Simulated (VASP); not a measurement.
# Zr (P6_3/mmc) in VASP: a series of runs

The runs below take Zr through single point, with PBEsol.

All numbers are computed with VASP 6.6.1; they aren't measurements. Logs are shortened: lines on timing, memory, paths and dates and some standing lists are left out, and cuts for length are marked.

### Step 1. The cell of the first run

The structure is hexagonal, space group P6_3/mmc (No. 194). Conventional cell: a = 3.329 Å, b = 3.329 Å, c = 5.301 Å, α = 90.00°, β = 90.00°, γ = 120.00°. Within 4.3 Å of Zr (site symmetry -6m2) lie 12 Zr at 3.27 to 3.33 Å.

### Step 2. Single point, PBEsol (strain +0.030 along x and y, +0.030 along z)

INCAR reads:

```
SYSTEM = Zr
PREC = Accurate ; ENCUT = 520
EDIFF = 1E-6 ; ISMEAR = 0
SIGMA = 0.15 ; LREAL = .FALSE.
LASPH = .TRUE. ; NELM = 100
ALGO = Fast ; ISIF = 2
LWAVE = .FALSE. ; LCHARG = .FALSE.
GGA = PS ; NBANDS = 19
```

KPOINTS reads:

```
Automatic mesh
0
G
  18 18 10
  0 0 0
```

POSCAR reads:

```
Zr
1.0
    3.3289581692      0.0000000000      0.0000000000
   -1.6644790846      2.8829623427      0.0000000000
    0.0000000000      0.0000000000      5.3014100000
Zr
2
Direct
    0.3333333333      0.6666666667      0.2500000000
    0.6666666667      0.3333333333      0.7500000000
```

Potentials or basis: VASP PAW PBE potentials, release 64 (Zr_sv).

Run with:

```console
> cat potpaw_PBE.64/Zr_sv/POTCAR > POTCAR
> mpirun -np 1 vasp_std > vasp.out
```

OUTCAR:

```text
SYSTEM = Zr
   PREC = Accurate
   ENCUT = 520
   EDIFF = 1E-6
   ISMEAR = 0
   LREAL = .FALSE.
   LASPH = .TRUE.
   NELM = 100
   ISIF = 2
   GGA = PS

 ion  position               nearest neighbor table
   1  0.333  0.667  0.250-   2 3.27   2 3.27   2 3.27   2 3.27   2 3.27   2 3.27
   2  0.667  0.333  0.750-   1 3.27   1 3.27   1 3.27   1 3.27   1 3.27   1 3.27

  LATTYP: Found a hexagonal cell.
 ALAT       =     3.3289581692
 C/A-ratio  =     1.5925132521

  Lattice vectors:

 A1 = (   3.3289581692,   0.0000000000,   0.0000000000)
 A2 = (  -1.6644790846,   2.8829623427,   0.0000000000)
 A3 = (   0.0000000000,   0.0000000000,   5.3014100000)

Analysis of symmetry for initial positions (statically):
=====================================================================
 Subroutine PRICEL returns:
 Original cell was already a primitive cell.

 Routine SETGRP: Setting up the symmetry group for a
 hexagonal supercell.

 Subroutine GETGRP returns: Found 24 space group operations
 (whereof 12 operations were pure point group operations)
 out of a pool of 24 trial point group operations.

The static configuration has the point symmetry D_3d.
 The point group associated with its full space group is D_6h.

Analysis of symmetry for dynamics (positions and initial velocities):
=====================================================================
 Subroutine PRICEL returns:
 Original cell was already a primitive cell.

 Routine SETGRP: Setting up the symmetry group for a
 hexagonal supercell.

 Subroutine GETGRP returns: Found 24 space group operations
 (whereof 12 operations were pure point group operations)
 out of a pool of 24 trial point group operations.

The dynamic configuration has the point symmetry D_3d.
 The point group associated with its full space group is D_6h.

 Subroutine INISYM returns: Found 24 space group operations
 (whereof 12 operations are pure point group operations),
 and found     1 'primitive' translations

----------------------------------------------------------------------------------------

                                     Primitive cell

  volume of cell :      50.8790

  direct lattice vectors                    reciprocal lattice vectors
     3.328958169  0.000000000  0.000000000     0.300394282  0.173432720  0.000000000
    -1.664479085  2.882962343  0.000000000     0.000000000  0.346865439  0.000000000
     0.000000000  0.000000000  5.301410000     0.000000000  0.000000000  0.188629063

[... 82 lines left out ...]
   NELM   =    100;   NELMIN=  2; NELMDL= -5     # of ELM steps
   EDIFF  = 0.1E-05   stopping-criterion for ELM
   LREAL  =      F    real-space projection
   EDIFFG = 0.1E-04   stopping-criterion for IOM
   NSW    =      0    number of steps for IOM
   IBRION =     -1    ionic relax: 0-MD 1-quasi-New 2-CG
   NFREE  =      0    steps in history (QN), initial steepest desc. (CG)
   ISIF   =      2    stress and relaxation
   ISYM   =      2    0-nonsym 1-usesym 2-fastsym
   POTIM  = 0.5000    time-step for ionic-motion
   TEBEG  =    0.0;   TEEND  =   0.0 temperature during run
   PSTRESS=    0.0 pullay stress
   NELECT =      24.0000    total number of electrons
   NUPDOWN=      -1.0000    fix difference up-down
   EMIN   =  10.00;   EMAX   =-10.00  energy-range for DOS
   EFERMI =   0.00;   METHOD = LEGACY
   ISMEAR =     0;   SIGMA  =   0.15  broadening in eV -4-tet -1-fermi 0-gaus
   EFERMI_NEDOS =   21; number of points for ismear=-14 and -15
   IALGO  =     68    algorithm
   IMIX   =      4    mixing-type and parameters
     AMIX     =   0.40;   BMIX     =  1.00
     AMIX_MAG =   1.60;   BMIX_MAG =  1.00
  volume/ion in A,a.u.               =      25.44       171.67
  Fermi-wavevector in a.u.,A,eV,Ry     =   1.274380  2.408229 22.096472  1.624045
  Thomas-Fermi vector in A             =   2.407151
   LORBIT       =      0    0 simple, 1 ext, 2 COOP (PROOUT), +10 PAW based schemes
   GGA     = PS    functional components
   LHFCALC =     F    Hartree Fock is set to
   AEXX    =    0.0000 exact exchange contribution
   IVDW    =     0    specifies the selected vdW correction
   LEPSILON=     F    determine dielectric tensor
   LRPA    =     F    only Hartree local field effects (RPA)
 non-spin polarized calculation
 RMM-DIIS sequential band-by-band and
 Gauss-broadening in eV      SIGMA  =   0.15
  energy-cutoff  :      520.00
  volume of cell :       50.88
 maximum number of plane-waves:      1400
 NGX is ok and might be reduce to    28
   NGX = 13   NGY = 13   NGZ = 19

 number of electron      24.0000000 magnetization

 Free energy of the ion-electron system (eV)
  ---------------------------------------------------
  ext. energy  EPLUGINS =         0.00000000
  ---------------------------------------------------
  free energy    TOTEN  =       -17.97482048 eV

  energy without entropy =      -17.95077507  energy(sigma->0) =      -17.96279777

 E-fermi :   7.9134     XC(G=0): -10.8033

 val. band max:        7.9092515162   @ k =   0.3333   0.2778   0.4000
 cond. band min:       7.9159855589   @ k =   0.3889   0.1667   0.3000
 fundamental gap:      0.0067340427
 Fermi energy:         7.9134178596

 k-point     1 :       0.0000    0.0000    0.0000
  band No.  band energies     occupation
      1     -41.0089      2.00000
      2     -40.9017      2.00000
      3     -19.4167      2.00000
      4     -18.7540      2.00000
      5     -18.7540      2.00000
      6     -18.6547      2.00000
[... 505 lines left out ...]
      6     -18.9374      2.00000
[... 11 lines left out ...]
     18      12.5112      0.00000
     19      13.1862      0.00000

 [... further k-points ...]

------------------------ aborting loop because EDIFF is reached ----------------------------------------

  FORCE on cell =-STRESS in cart. coord.  units (eV):
  Direction    XX          YY          ZZ          XY          YZ          ZX
  --------------------------------------------------------------------------------------
  -------------------------------------------------------------------------------------
  Total       -3.1580893     -3.1580893     -3.1794320      0.0000000     -0.0000000      0.0000000
  in kB      -99.4480548    -99.4480548   -100.1201353      0.0000000     -0.0000000      0.0000000
  external PRESSURE =     -99.6720817 kB  Pullay stress =       0.0000000 kB

 VOLUME and BASIS-vectors are now :
 -----------------------------------------------------------------------------
  energy-cutoff  :      520.00
  volume of cell :       50.88
      direct lattice vectors                 reciprocal lattice vectors
     3.328958169  0.000000000  0.000000000     0.300394282  0.173432720  0.000000000
    -1.664479085  2.882962343  0.000000000     0.000000000  0.346865439  0.000000000
     0.000000000  0.000000000  5.301410000     0.000000000  0.000000000  0.188629063

 POSITION                                       TOTAL-FORCE (eV/Angst)
 -----------------------------------------------------------------------------------
     -0.00000      1.92197      1.32535         0.000000     -0.000000      0.000000
      1.66448      0.96099      3.97606        -0.000000      0.000000      0.000000
 -----------------------------------------------------------------------------------
    total drift:                               -0.000000      0.000000     -0.000000

  FREE ENERGIE OF THE ION-ELECTRON SYSTEM (eV)
  ---------------------------------------------------
  free  energy   TOTEN  =       -17.9748204790 eV

  energy  without entropy=      -17.9507750676  energy(sigma->0) =      -17.96279777
```

OSZICAR:

```text
N       E                     dE             d eps       ncg     rms          rms(c)
DAV:   1     0.211645597189E+03    0.21165E+03   -0.13147E+04  8436   0.124E+03
DAV:   2    -0.296852201743E+01   -0.21461E+03   -0.21069E+03  9847   0.362E+02
DAV:   3    -0.185173205647E+02   -0.15549E+02   -0.15408E+02 15177   0.700E+01
[... 12 lines left out ...]
RMM:  16    -0.179748133215E+02   -0.62373E-05   -0.48816E-05 12545   0.316E-02    0.670E-04
RMM:  17    -0.179748165063E+02   -0.31849E-05   -0.27259E-05 11009   0.217E-02    0.821E-04
RMM:  18    -0.179748185077E+02   -0.20014E-05   -0.16033E-05 10062   0.168E-02    0.521E-04
RMM:  19    -0.179748197885E+02   -0.12807E-05   -0.10095E-05  9293   0.134E-02    0.294E-04
RMM:  20    -0.179748204790E+02   -0.69051E-06   -0.60620E-06  7558   0.106E-02
   1 F= -.17974820E+02 E0= -.17962798E+02  d E =-.240454E-01
```

stdout:

```text
POSCAR found type information on POSCAR Zr
 POSCAR found :  1 types and       2 ions
 scaLAPACK will be used
 -----------------------------------------------------------------------------
|                                                                             |
|                                                                             |
|     You enforced a specific xc type in the INCAR file but a different       |
[... 25 lines left out ...]
WARNING in EDDRMM: call to ZHEGV failed, returncode =   6  3      7
WARNING in EDDRMM: call to ZHEGV failed, returncode =   6  3      3
WARNING in EDDRMM: call to ZHEGV failed, returncode =   6  3     15
WARNING in EDDRMM: call to ZHEGV failed, returncode =   8  4     18
WARNING in EDDRMM: call to ZHEGV failed, returncode =   6  3      7
WARNING in EDDRMM: call to ZHEGV failed, returncode =   8  4     14
WARNING in EDDRMM: call to ZHEGV failed, returncode =   6  3      7
```

It took 2.7 min on 1 thread of AMD EPYC 9R45 (Zen 5), shared host; peak memory 0.27 GiB.

Results:

| Item | Value |
| --- | --- |
| Free energy | -17.9748 eV |
| Pressure | -10.0 GPa |
| Band gap on the k mesh | zero (bands 12 and 13 overlap by 1.11 eV) |

Caveat: the cell differs from its parent crystal (strain +0.030 along x and y, +0.030 along z); the cell stands under tension; the PAW data sets were made with another functional, which shifts forces and pressure a little.

### Step 3. Single point, PBEsol (strain -0.015 along x and y, +0.015 along z)

INCAR reads:

```
PREC = Accurate
ENCUT = 520
EDIFF = 1E-7
ISMEAR = 0
SIGMA = 0.15
LREAL = F
LASPH = T
NELM = 60
ALGO = Fast
ISIF = 2
LWAVE = F
LCHARG = T
GGA = PS
LELF = T
LVHAR = T
NBANDS = 19
```

KPOINTS reads:

```
regular mesh
0
Gamma
  18 18 10
```

POSCAR reads:

```
Zr
1.0
    3.1835182492      0.0000000000      0.0000000000
   -1.5917591246      2.7570076772      0.0000000000
    0.0000000000      0.0000000000      5.2242050000
Zr
2
Direct
    0.3333333333      0.6666666667      0.2500000000
    0.6666666667      0.3333333333      0.7500000000
```

Potentials or basis: VASP PAW PBE potentials, release 64 (Zr_sv).

Run with:

```console
> cat potpaw_PBE.64/Zr_sv/POTCAR > POTCAR
> mpirun -np 1 vasp_std > vasp.out
```

Wall time 2.3 min (1 thread of Intel Xeon 6975P-C (Granite Rapids), shared host); peak memory 0.27 GiB.

It converged, with:

```
Free energy            : -18.1641 eV
Pressure               : -2.0 GPa
Band gap on the k mesh : zero (bands 12 and 13 overlap by 1.18 eV)
```

Stress tensor (GPa, compression positive):
```
-1.37  0.00  0.00
 0.00 -1.37  0.00
 0.00  0.00 -3.30
```

Levels at points of the mesh, in eV from the Fermi level:
| k point | band 9 | band 10 | band 11 | band 12 | band 13 | band 14 | band 15 | band 16 |
| --- | --- | --- | --- | --- | --- | --- | --- | --- |
| (0.00, 0.00, 0.00) | -5.68 | -3.08 | 0.78 | 0.93 | 0.93 | 1.02 | 1.57 | 1.57 |
| (0.50, 0.00, 0.00) | -2.60 | -2.52 | -2.21 | -0.05 | 0.66 | 0.73 | 1.36 | 5.21 |
| (0.00, 0.00, 0.50) | -4.02 | -4.02 | -0.07 | -0.07 | 0.88 | 0.88 | 0.88 | 0.88 |
| (0.50, 0.00, 0.50) | -2.91 | -2.91 | -1.15 | -1.15 | 1.74 | 1.74 | 2.37 | 2.37 |

Caveat: the cell differs from its parent crystal (strain -0.015 along x and y, +0.015 along z); the PAW data sets were made with another functional, which shifts forces and pressure a little.

### Step 4. Single point, PBEsol (strain -0.015 along x and y, +0.030 along z)

INCAR reads:

```
  PREC = Accurate
  ENCUT = 520
  EDIFF = 1E-6
  ISMEAR = 0
  SIGMA = 0.15
  LREAL = False
  LASPH = True
  NELM = 60
  ALGO = Fast
  ISIF = 2
  LWAVE = False
  LCHARG = True
  GGA = PS
  LELF = True
  LVHAR = True
  NBANDS = 19
```

KPOINTS is that of step 3.

Changes to POSCAR since step 3:

```diff
@@ -4,3 +4,3 @@
    -1.5917591246      2.7570076772      0.0000000000
-    0.0000000000      0.0000000000      5.2242050000
+    0.0000000000      0.0000000000      5.3014100000
 Zr
```

Run with:

```console
> cat potpaw_PBE.64/Zr_sv/POTCAR > POTCAR
> mpirun -np 1 vasp_std > vasp.out
```

Wall time 2.2 min (1 thread of Intel Xeon 6975P-C (Granite Rapids), shared host); peak memory 0.27 GiB.

The run converged. Its results:

```
Free energy            : -18.1459 eV
Pressure               : -3.4 GPa
Band gap on the k mesh : zero (bands 12 and 13 overlap by 1.13 eV)
```

Stress tensor (GPa, compression positive):
```
-2.36  0.00  0.00
 0.00 -2.36  0.00
 0.00  0.00 -5.44
```

Levels at points of the mesh, in eV from the Fermi level:
| k point | band 9 | band 10 | band 11 | band 12 | band 13 | band 14 | band 15 | band 16 |
| --- | --- | --- | --- | --- | --- | --- | --- | --- |
| (0.00, 0.00, 0.00) | -5.65 | -3.05 | 0.66 | 0.87 | 0.96 | 0.96 | 1.55 | 1.55 |
| (0.50, 0.00, 0.00) | -2.54 | -2.49 | -2.18 | -0.02 | 0.58 | 0.83 | 1.28 | 5.19 |
| (0.00, 0.00, 0.50) | -4.03 | -4.03 | -0.12 | -0.12 | 0.93 | 0.93 | 0.93 | 0.93 |
| (0.50, 0.00, 0.50) | -2.86 | -2.86 | -1.15 | -1.15 | 1.71 | 1.71 | 2.40 | 2.40 |

Caveat: the cell differs from its parent crystal (strain -0.015 along x and y, +0.030 along z); the cell stands under tension; the PAW data sets were made with another functional, which shifts forces and pressure a little.

### Step 5. Overview

| cell | further INCAR settings | gap on the mesh (eV) | pressure (GPa) |
| --- | --- | --- | --- |
| a = 3.329, b = 3.329, c = 5.301 Å, angles 90.0, 90.0, 120.0°, 2 atoms | ALGO = Fast; EDIFF = 1e-06; NBANDS = 19 | none | -10.0 |
| a = 3.184, b = 3.184, c = 5.224 Å, angles 90.0, 90.0, 120.0°, 2 atoms | ALGO = Fast; EDIFF = 1e-07; NBANDS = 19 | none | -2.0 |
| a = 3.184, b = 3.184, c = 5.301 Å, angles 90.0, 90.0, 120.0°, 2 atoms | ALGO = Fast; EDIFF = 1e-06; NBANDS = 19 | none | -3.4 |

Alike in all rows: task single point; level PBEsol; potentials or basis VASP PAW PBE potentials, release 64 (Zr_sv); no spin polarisation; k mesh 18 × 18 × 10; cutoff (eV) 520; smearing gaussian 0.15 eV.

Caveats: the PAW data sets were made with another functional, which shifts forces and pressure a little; the cell stands under tension (at least some runs).

Absolute energies hang on the potentials; compare differences alone.
